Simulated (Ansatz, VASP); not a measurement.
## One calculation of CoO, two programs

File INCAR:

```
ALGO = Normal
EDIFF = 1E-6
ENCUT = 520
GGA = PE
ISIF = 2
ISMEAR = 0
ISPIN = 2
LASPH = True
LCHARG = True
LELF = True
LMAXMIX = 4
LORBIT = 11
LREAL = False
LVHAR = True
LWAVE = False
MAGMOM = 2.73 0.34
NBANDS = 18
NELM = 150
PREC = Accurate
SIGMA = 0.15
```

Contents of KPOINTS:

```
k-points
0
Gamma
  22 22 22
```

POSCAR

```
CoO
1.0
    0.0000000000      2.3155480781      1.8061275009
    2.3155480781      0.0000000000      1.8061275009
    2.3155480781      2.3155480781      0.0000000000
Co O
1 1
Direct
    0.0000000000      0.0000000000      0.0000000000
    0.5000000000      0.5000000000      0.5000000000
```

Input for Ansatz:

```yaml
crystal:
  lattice:
    - [0.0, 2.3155480781, 1.8061275009]
    - [2.3155480781, 0.0, 1.8061275009]
    - [2.3155480781, 2.3155480781, 0.0]
  atoms:
    - { symbol: Co, position: [0.0, 0.0, 0.0], spin: 2.73 }
    - { symbol: O, position: [0.5, 0.5, 0.5], spin: 0.34 }
basis:
  ecutwfc: 420
kpoints:
  mp_grid: { grid: [22, 22, 22] }
hamiltonian:
  xc: pbe
scf:
  occupations: { method: gaussian, width: 0.15 }
output:
  forces: true
  stress: true
  eigenvalues: true
  populations: true
magnetization:
  spin_polarized: true
```

Alike in both runs: task single point; functional PBE; k mesh 22 × 22 × 22; occupations gaussian, width 0.15 eV; collinear spin.

```csv
,VASP,Ansatz
version,VASP 6.6.1,Ansatz 0.2.0
potentials or method,"VASP PAW PBE potentials, release 64 (Co, O), cutoff 520 eV","scalar-relativistic, plane waves, PAW"
valence electrons in the cell,15,23
```

```tsv
	VASP	Ansatz	Ansatz less VASP
gap on the k mesh at the Fermi level (eV)	none	none	-
pressure (GPa)	16.6	17.2	+0.58
traceless stress, the component that is largest in VASP (GPa)	25.32	25.21	-0.111
net moment per atom (μB)	1.34	1.35	+0.009
size of the moment on the site where the two differ most (μB)	2.33	2.12	-0.208
```

Site moments also hang on the region over which each program counts them. A gap of «none» marks a metal or a gap that the smearing closes. VASP's potentials hold 15 valence electrons a cell and Ansatz's 23, so a difference there can come from the potentials and not from the codes.
